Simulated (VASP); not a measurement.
# Al8N7 (a cell with a defect) in VASP: further runs

Al8N7 (a cell with a defect) is run at these levels: PBE; tasks: single point.

All numbers are computed with VASP 6.6.1; they aren't measurements. Logs are shortened: lines on timing, memory, paths and dates and some standing lists are left out, and cuts for length are marked.

**1. The cell of the first run**

The cell holds a defect, 15 atoms: a = 6.220 Å, b = 5.387 Å, c = 4.980 Å, α = 90.00°, β = 90.00°, γ = 90.00°.

**2. Single point, PBE**

The input, INCAR:

```
ALGO     = Normal         # electronic algorithm
EDIFF    = 1E-7           # SCF threshold, eV
ENCUT    = 520            # plane-wave cutoff, eV
GGA      = PE             # functional
ISIF     = 2              # what is computed and relaxed
ISMEAR   = 0              # smearing method
LASPH    = T              # aspherical terms in the spheres
LCHARG   = F              # write CHGCAR
LREAL    = Auto         
LWAVE    = F              # write WAVECAR
NBANDS   = 42             # bands
NELECT   = 60.0         
NELM     = 80             # most SCF steps
PREC     = Accurate       # precision mode
SIGMA    = 0.02           # smearing width, eV
```

The input, KPOINTS:

```
k-points
0
Gamma
  2 3 3
```

The input, POSCAR:

```
Al8N7
1.0
   -3.1100000000     -5.3866780000      0.0000000000
    4.6650000000     -2.6933390000      0.0000000000
    0.0000000000      0.0000000000      4.9800000000
Al N
8 7
Direct
    0.5039910070      0.6603322384      0.0120087037
    0.5110685666      0.2871874465      0.4984107853
    0.2517889450      0.1663637369     -0.0112674224
    0.2569848144      0.8335936183      0.5007567070
   -0.0006911977      0.6667317799      0.0019931649
   -0.0100595891      0.3453139815      0.4607837705
    0.7668572034      0.1851453056      0.0161924841
    0.7235578634      0.8458954940      0.5124528669
    0.4956906039      0.6327765855      0.3906349835
    0.5058883376      0.3305170914      0.8859401065
    0.2416279577      0.1641677309      0.3667095378
    0.2541881544      0.8298314890      0.8840794283
   -0.0052096721      0.6931793975      0.3859792298
    0.0096236081      0.3391152095      0.8449930060
    0.7512017975      0.8387592951      0.9038228480
```

Potentials or basis: VASP PAW PBE potentials, release 64 (Al, N).

On the command line:

```
cat potpaw_PBE.64/Al/POTCAR potpaw_PBE.64/N/POTCAR > POTCAR
mpirun -np 1 vasp_std > vasp.out
```

OUTCAR:

```text
EDIFF = 1E-7
   ENCUT = 520
   GGA = PE
   ISIF = 2
   ISMEAR = 0
   LASPH = T
   LREAL = Auto
   NELECT = 60.0
   NELM = 80
   PREC = Accurate

 ion  position               nearest neighbor table
   1  0.504  0.660  0.012-  10 1.88  15 1.89   9 1.89  12 1.91   8 3.01   8 3.01   4 3.03   7 3.04
                             5 3.08   3 3.09   4 3.12   5 3.14   3 3.15   2 3.15   2 3.25   7 3.27
   2  0.511  0.287  0.498-  11 1.92   9 1.94  10 1.94   8 2.72   4 2.91   7 2.93   3 3.00   6 3.00
                             3 3.08   7 3.08   1 3.15   1 3.25   6 3.26   8 3.29   4 3.34
   3  0.252  0.166  0.989-  10 1.88  11 1.88  12 1.89  14 1.91   2 3.00   6 3.02   4 3.02   7 3.02
                             2 3.08   1 3.09   5 3.12   4 3.12   5 3.12   1 3.15   7 3.21   6 3.24
   4  0.257  0.834  0.501-  13 1.89  11 1.90  12 1.91   9 1.92   8 2.90   2 2.91   3 3.02   1 3.03
                             5 3.09   5 3.10   1 3.12   3 3.12   6 3.12   6 3.22   8 3.32   2 3.34
   5  0.999  0.667  0.002-  15 1.87  12 1.91  13 1.92  14 1.93   6 2.87   7 2.97   1 3.08   4 3.09
                             4 3.10   3 3.12   3 3.12   8 3.13   1 3.14   7 3.15   6 3.20   8 3.21
   6  0.990  0.345  0.461-  11 1.90  13 1.91  14 1.92   7 2.75   5 2.87   2 3.00   3 3.02   4 3.12
                             8 3.17   8 3.18   5 3.20   7 3.21   4 3.22   3 3.24   2 3.26
   7  0.767  0.185  0.016-  10 1.92  14 1.92  15 1.95   6 2.75   2 2.93   5 2.97   3 3.02   1 3.04
                             2 3.08   8 3.09   8 3.12   5 3.15   3 3.21   6 3.21   1 3.27
   8  0.724  0.846  0.512-   9 1.92  15 1.96  13 1.98   2 2.72   4 2.90   1 3.01   1 3.01   7 3.09
                             7 3.12   5 3.13   6 3.17   6 3.18   5 3.21   2 3.29   4 3.32
   9  0.496  0.633  0.391-   1 1.89   4 1.92   8 1.92   2 1.94
  10  0.506  0.331  0.886-   3 1.88   1 1.88   7 1.92   2 1.94
  11  0.242  0.164  0.367-   3 1.88   6 1.90   4 1.90   2 1.92
  12  0.254  0.830  0.884-   3 1.89   5 1.91   4 1.91   1 1.91
  13  0.995  0.693  0.386-   4 1.89   6 1.91   5 1.92   8 1.98
  14  0.010  0.339  0.845-   3 1.91   6 1.92   7 1.92   5 1.93
  15  0.751  0.839  0.904-   5 1.87   1 1.89   7 1.95   8 1.96

  LATTYP: Found a simple orthorhombic cell.
 ALAT       =     4.9800000000
 B/A-ratio  =     1.0816622507
 C/A-ratio  =     1.2489959819

  Lattice vectors:

 A1 = (   0.0000000000,   0.0000000000,  -4.9800000000)
 A2 = (   4.6650000000,  -2.6933390000,   0.0000000000)
 A3 = (  -3.1100000000,  -5.3866780000,   0.0000000000)

Analysis of symmetry for initial positions (statically):
=====================================================================
 Subroutine PRICEL returns:
 Original cell was already a primitive cell.

 Routine SETGRP: Setting up the symmetry group for a
 simple orthorhombic supercell.

 Subroutine GETGRP returns: Found  1 space group operations
 (whereof  1 operations were pure point group operations)
 out of a pool of  8 trial point group operations.

The static configuration has the point symmetry C_1 .

Analysis of symmetry for dynamics (positions and initial velocities):
=====================================================================
 Subroutine PRICEL returns:
 Original cell was already a primitive cell.

 Routine SETGRP: Setting up the symmetry group for a
 simple orthorhombic supercell.

 Subroutine GETGRP returns: Found  1 space group operations
 (whereof  1 operations were pure point group operations)
 out of a pool of  8 trial point group operations.

The dynamic configuration has the point symmetry C_1 .

 Subroutine INISYM returns: Found  1 space group operations
 (whereof  1 operations are pure point group operations),
 and found     1 'primitive' translations

----------------------------------------------------------------------------------------

                                     Primitive cell

  volume of cell :     166.8556

  direct lattice vectors                    reciprocal lattice vectors
    -3.110000000 -5.386678000  0.000000000    -0.080385852 -0.139232380  0.000000000
[... 41 lines left out ...]
   GGA     = PE    functional components
   LHFCALC =     F    Hartree Fock is set to
   AEXX    =    0.0000 exact exchange contribution
   IVDW    =     0    specifies the selected vdW correction
   LEPSILON=     F    determine dielectric tensor
   LRPA    =     F    only Hartree local field effects (RPA)
 non-spin polarized calculation
 Gauss-broadening in eV      SIGMA  =   0.02
  energy-cutoff  :      520.00
  volume of cell :      166.86
 maximum number of plane-waves:      4510
 NGX is ok and might be reduce to    48
   NGX = 23   NGY = 21   NGZ = 19

 number of electron      60.0000004 magnetization

 Free energy of the ion-electron system (eV)
  ---------------------------------------------------
  ext. energy  EPLUGINS =         0.00000000
  ---------------------------------------------------
  free energy    TOTEN  =       -95.81386911 eV

  energy without entropy =      -95.81386911  energy(sigma->0) =      -95.81386911

 E-fermi :   9.4343     XC(G=0): -10.8473

 val. band max:        9.3317703189   @ k =   0.0000   0.0000   0.0000
 cond. band min:       9.7041462578   @ k =   0.0000   0.3333   0.0000
 fundamental gap:      0.3723759388
 Fermi energy:         9.4343021642

 k-point     1 :       0.0000    0.0000    0.0000
  band No.  band energies     occupation
      1      -9.1620      2.00000
      2      -7.4289      2.00000
      3      -7.3987      2.00000
      4      -7.2214      2.00000
      5      -7.0079      2.00000
      6      -6.6132      2.00000
[... 34 lines left out ...]
     41      14.7596      0.00000
     42      15.2666      0.00000
[... 364 lines left out ...]
      2      -7.8933      2.00000
      3      -7.4299      2.00000
      4      -7.3528      2.00000
      5      -7.2527      2.00000
      6      -6.9558      2.00000
[... 34 lines left out ...]
     41      14.5499      0.00000
     42      14.8733      0.00000

------------------------ aborting loop because EDIFF is reached ----------------------------------------

  FORCE on cell =-STRESS in cart. coord.  units (eV):
  Direction    XX          YY          ZZ          XY          YZ          ZX
  --------------------------------------------------------------------------------------
  -------------------------------------------------------------------------------------
  Total        9.2721830     16.8268648     14.4986924     -1.8929398      3.9123806     -0.7689803
  in kB       89.0331694    161.5745838    139.2190527    -18.1763482     37.5673825     -7.3838870
  external PRESSURE =     129.9422686 kB  Pullay stress =       0.0000000 kB

 VOLUME and BASIS-vectors are now :
 -----------------------------------------------------------------------------
  energy-cutoff  :      520.00
  volume of cell :      166.86
      direct lattice vectors                 reciprocal lattice vectors
    -3.110000000 -5.386678000  0.000000000    -0.080385852 -0.139232380  0.000000000
     4.665000000 -2.693339000  0.000000000     0.160771704 -0.092821587  0.000000000
     0.000000000  0.000000000  4.980000000     0.000000000  0.000000000  0.200803213

 POSITION                                       TOTAL-FORCE (eV/Angst)
 -----------------------------------------------------------------------------------
      1.51304     -4.49334      0.05980         0.004032      0.004300     -0.002190
     -0.24969     -3.52645      2.48209         0.008103     -0.002410      0.005910
     -0.00698     -1.80438      4.92389        -0.001885      0.005651      0.000056
      3.08949     -3.62944      2.49377        -0.008222      0.014727     -0.012031
      0.00245     -7.17869      0.00993         0.019209     -0.012275     -0.000425
     -1.46782     -6.26254      2.29470        -0.015886      0.000895      0.020530
     -1.52122     -4.62947      0.08064        -0.008448      0.008944     -0.004852
      1.69584     -6.17586      2.55202         0.001684     -0.025373      0.005678
      1.41030     -4.37441      1.94536        -0.002273      0.010347      0.001796
     -0.03145     -3.61525      4.41198         0.012678     -0.001594     -0.003894
      0.01438     -1.74373      1.82621         0.000389     -0.005822      0.001026
      3.08064     -3.60425      4.40272        -0.000884     -0.005003      0.013789
      0.13988     -7.22558      1.92218         0.007265      0.002535     -0.012431
      1.55204     -0.96519      4.20807        -0.008552      0.007758      0.009909
      1.57657     -6.30555      4.50104        -0.007210     -0.002681     -0.022872
 -----------------------------------------------------------------------------------
    total drift:                                0.000819      0.006025     -0.002883

  FREE ENERGIE OF THE ION-ELECTRON SYSTEM (eV)
  ---------------------------------------------------
  free  energy   TOTEN  =       -95.8138691132 eV

  energy  without entropy=      -95.8138691132  energy(sigma->0) =      -95.81386911
```

It took 3.3 min on 1 thread of AMD EPYC 7R43 (Zen 3), shared host; peak memory 0.23 GiB.

Results:

```yaml
Free_energy: -95.8139 eV
Largest_force: 0.026 eV/Å
```

Forces in eV/Å, atoms in the order of the input:
```
Al   0.004  0.004 -0.002
Al   0.008 -0.002  0.006
Al  -0.002  0.006  0.000
Al  -0.008  0.015 -0.012
Al   0.019 -0.012  0.000
Al  -0.016  0.001  0.021
Al  -0.008  0.009 -0.005
Al   0.002 -0.025  0.006
N   -0.002  0.010  0.002
N    0.013 -0.002 -0.004
N    0.000 -0.006  0.001
N   -0.001 -0.005  0.014
N    0.007  0.003 -0.012
N   -0.009  0.008  0.010
N   -0.007 -0.003 -0.023
```

Levels at points of the mesh, in eV from the Fermi level:
```tsv
k point	band 26	band 27	band 28	band 29	band 30	band 31	band 32	band 33	band 34	band 35
(0.00, 0.00, 0.00)	-4.29	-4.06	-3.93	-3.90	-0.10	0.52	1.38	1.42	1.82	2.01
(0.50, 0.00, 0.00)	-4.49	-4.05	-3.84	-3.23	-1.30	0.72	1.08	1.43	1.66	3.29
```

Caveat: the k points lie up to 0.51 Å⁻¹ apart; the cell carries a net charge on a neutralising background, which shifts energy and pressure; the cell is charged against a uniform background, so pressure and absolute levels hang on convention.

**3. Single point, PBE**

The input, INCAR:

```
PREC = Accurate
ENCUT = 520
EDIFF = 1E-7
ISMEAR = 0
SIGMA = 0.02
LREAL = Auto
LASPH = T
NELM = 60
ALGO = Normal
ISIF = 2
LWAVE = F
LCHARG = F
GGA = PE
NBANDS = 42
NELECT = 60.0
```

The input, KPOINTS:

```
Automatic mesh
0
Gamma
  2 3 3
```

The input, POSCAR:

```
Al8N7
1.0
   -3.1100000000     -5.3866780000      0.0000000000
    4.6650000000     -2.6933390000      0.0000000000
    0.0000000000      0.0000000000      4.9800000000
Al N
8 7
Direct
    0.5039910180      0.6603322757      0.0120086345
    0.5110685887      0.2871874193      0.4984108434
    0.2517889745      0.1663637108     -0.0112674699
    0.2569849001      0.8335935775      0.5007566265
   -0.0006912294      0.6667316777      0.0019931727
   -0.0100595640      0.3453139884      0.4607837349
    0.7668572133      0.1851453233      0.0161925703
    0.7235578880      0.8458956124      0.5124528112
    0.4956906692      0.6327766305      0.3906349398
    0.5058883569      0.3305169968      0.8859401606
    0.2416278692      0.1641677756      0.3667096386
    0.2541880981      0.8298315081      0.8840795181
   -0.0052097134      0.6931793765      0.3859793173
    0.0096236806      0.3391152512      0.8449929719
    0.7512017149      0.8387593426      0.9038228916
```

Potentials or basis: VASP PAW PBE potentials, release 64 (Al, N).

On the command line:

```
cat potpaw_PBE.64/Al/POTCAR potpaw_PBE.64/N/POTCAR > POTCAR
mpirun -np 1 vasp_std > vasp.out
```

It took 3.3 min on 1 thread of AMD EPYC 7R43 (Zen 3), shared host; peak memory 0.23 GiB.

Results (log left out):

| Property | Result |
| --- | --- |
| Free energy | -95.8139 eV |
| Largest force | 0.026 eV/Å |

Forces on the atoms (eV/Å):
```
Al   0.004  0.004 -0.002
Al   0.008 -0.002  0.006
Al  -0.002  0.006  0.000
Al  -0.008  0.015 -0.012
Al   0.019 -0.012  0.000
Al  -0.016  0.001  0.021
Al  -0.008  0.009 -0.005
Al   0.002 -0.025  0.006
N   -0.002  0.010  0.002
N    0.013 -0.002 -0.004
N    0.000 -0.006  0.001
N   -0.001 -0.005  0.014
N    0.007  0.003 -0.012
N   -0.009  0.008  0.010
N   -0.007 -0.003 -0.023
```

Levels at points of the mesh, in eV from the Fermi level:
| k point | band 28 | band 29 | band 30 | band 31 | band 32 | band 33 |
| --- | --- | --- | --- | --- | --- | --- |
| (0.00, 0.00, 0.00) | -3.93 | -3.90 | -0.10 | 0.52 | 1.38 | 1.42 |
| (0.50, 0.00, 0.00) | -3.84 | -3.23 | -1.30 | 0.72 | 1.08 | 1.43 |

Caveat: the k points lie up to 0.51 Å⁻¹ apart; the cell carries a net charge on a neutralising background, which shifts energy and pressure; the cell is charged against a uniform background, so pressure and absolute levels hang on convention.

**4. Single point, PBE**

The input, INCAR:

```
SYSTEM = Al8N7
  ALGO = Normal
  EDIFF = 1E-7
  ENCUT = 520
  GGA = PE
  ISIF = 2
  ISMEAR = 0
  LASPH = .TRUE.
  LCHARG = .FALSE.
  LREAL = Auto
  LWAVE = .FALSE.
  NBANDS = 42
  NELECT = 60.0
  NELM = 100
  PREC = Accurate
  SIGMA = 0.02
```

The input, KPOINTS:

```
k-points
0
G
  2 3 3
  0 0 0
```

The input, POSCAR:

```
Al8N7
1.0
   -3.1100000000     -5.3866780000      0.0000000000
    4.6650000000     -2.6933390000      0.0000000000
    0.0000000000      0.0000000000      4.9800000000
Al N
8 7
Direct
    0.4933179986      0.6826321491      0.0023389558
    0.5227595548      0.3509196603      0.5050706827
    0.2334032355      0.1724658226     -0.0054433735
    0.2534306258      0.8328969445      0.4848734940
   -0.0069100887      0.6623233921     -0.0159979920
   -0.0037686636      0.2691390045      0.4729375502
    0.7331074022      0.1781236915      0.0343401606
    0.7976399688      0.8217852740      0.4812000000
    0.5182301175      0.6872258661      0.3824740964
    0.4814354189      0.3489335804      0.8902056225
    0.2856944781      0.1638831354      0.3712612450
    0.2407360852      0.8388176260      0.8706180723
    0.0275615912      0.6106637832      0.3586823293
   -0.0228313117      0.3275896293      0.8631038153
    0.7432836401      0.8461372178      0.8779104418
```

On the command line:

```
cat potpaw_PBE.64/Al/POTCAR potpaw_PBE.64/N/POTCAR > POTCAR
mpirun -np 1 vasp_std > vasp.out
```

Wall time 3 min (1 thread of AMD EPYC 7R43 (Zen 3), shared host); peak memory 0.22 GiB.

The run converged. Its results:

```
Free energy   : -95.3197 eV
Largest force : 0.974 eV/Å
```

Forces on the atoms (eV/Å):
```
Al  -0.333  0.005 -0.107
Al   0.048  0.240 -0.650
Al  -0.252 -0.294  0.019
Al   0.031  0.076  0.180
Al  -0.089 -0.088  0.244
Al   0.364 -0.039  0.403
Al  -0.083 -0.039 -0.288
Al   0.432  0.211  0.215
N    0.201  0.113 -0.071
N   -0.424 -0.332 -0.812
N    0.245  0.499  0.035
N   -0.176 -0.073  0.100
N    0.463  0.109  0.285
N   -0.190 -0.345  0.269
N   -0.237 -0.043  0.179
```

Levels at points of the mesh, in eV from the Fermi level:
```tsv
k point	band 28	band 29	band 30	band 31	band 32	band 33
(0.00, 0.00, 0.00)	-3.95	-3.81	-0.09	0.51	1.14	1.42
(0.50, 0.00, 0.00)	-3.72	-3.25	-1.27	0.70	0.86	1.57
```

Caveat: the k points lie up to 0.51 Å⁻¹ apart; the cell carries a net charge on a neutralising background, which shifts energy and pressure; the cell is charged against a uniform background, so pressure and absolute levels hang on convention.

**5. Single point, PBE**

The input, INCAR:

```
  PREC = Accurate
  ENCUT = 520
  EDIFF = 1E-6
  ISMEAR = 0
  SIGMA = 0.02
  LREAL = Auto
  LASPH = True
  NELM = 100
  ALGO = Normal
  ISIF = 2
  LWAVE = False
  LCHARG = False
  GGA = PE
  NBANDS = 42
  NELECT = 60.0
```

The input, KPOINTS:

```
regular mesh
0
Gamma
  2 3 3
```

The input, POSCAR:

```
Al8N7
1.0
   -3.1100000000     -5.3866780000      0.0000000000
    4.6650000000     -2.6933390000      0.0000000000
    0.0000000000      0.0000000000      4.9800000000
Al N
8 7
Direct
    0.5125784776      0.6484270237     -0.0163728916
    0.5046078971      0.3358532819      0.4236244980
    0.2730142454      0.1617494755     -0.0109361446
    0.2448625250      0.8323662278      0.4983753012
    0.0078509149      0.6570367300      0.0079742972
   -0.0167944448      0.3070167796      0.5089018072
    0.7476381465      0.1711240376     -0.0047028112
    0.7612178101      0.8510279505      0.5038740964
    0.5017091032      0.6935044611      0.3688287149
    0.5309055432      0.3243708981      0.7945240964
    0.2378530511      0.1615088937      0.3713369478
    0.2578216096      0.8240459176      0.8787297189
   -0.0028637495      0.6485585722      0.3886222892
    0.0167783754      0.3268505354      0.8905833333
    0.7604928751      0.8247219382      0.8902965863
```

On the command line:

```
cat potpaw_PBE.64/Al/POTCAR potpaw_PBE.64/N/POTCAR > POTCAR
mpirun -np 1 vasp_std > vasp.out
```

Run time: 3.1 min. Hardware: 1 thread of AMD EPYC 7R43 (Zen 3), shared host; peak memory 0.22 GiB.

It converged, with:

```
Free energy   : -95.3521 eV
Largest force : 1.665 eV/Å
```

Forces in eV/Å, atoms in the order of the input:
```
Al   0.032 -0.069 -0.033
Al  -0.153 -0.186  0.153
Al  -0.024 -0.084 -0.299
Al  -0.079 -0.048 -0.099
Al   0.005  0.000 -0.047
Al  -0.373 -0.130 -0.207
Al   0.173  0.009 -0.012
Al  -0.135 -0.177  0.051
N   -0.100 -0.104 -0.024
N    0.908  1.018  0.955
N   -0.188 -0.243 -0.292
N   -0.020  0.004 -0.072
N   -0.182 -0.015 -0.041
N    0.043  0.099 -0.119
N    0.094 -0.072  0.085
```

Levels at points of the mesh, in eV from the Fermi level:
```csv
k point,band 28,band 29,band 30,band 31,band 32,band 33
"(0.00, 0.00, 0.00)",-3.69,-3.59,-0.13,0.67,1.22,1.76
"(0.50, 0.00, 0.00)",-3.62,-3.04,-1.34,0.79,1.13,1.47
```

Caveat: the k points lie up to 0.51 Å⁻¹ apart; the cell carries a net charge on a neutralising background, which shifts energy and pressure; the cell is charged against a uniform background, so pressure and absolute levels hang on convention.
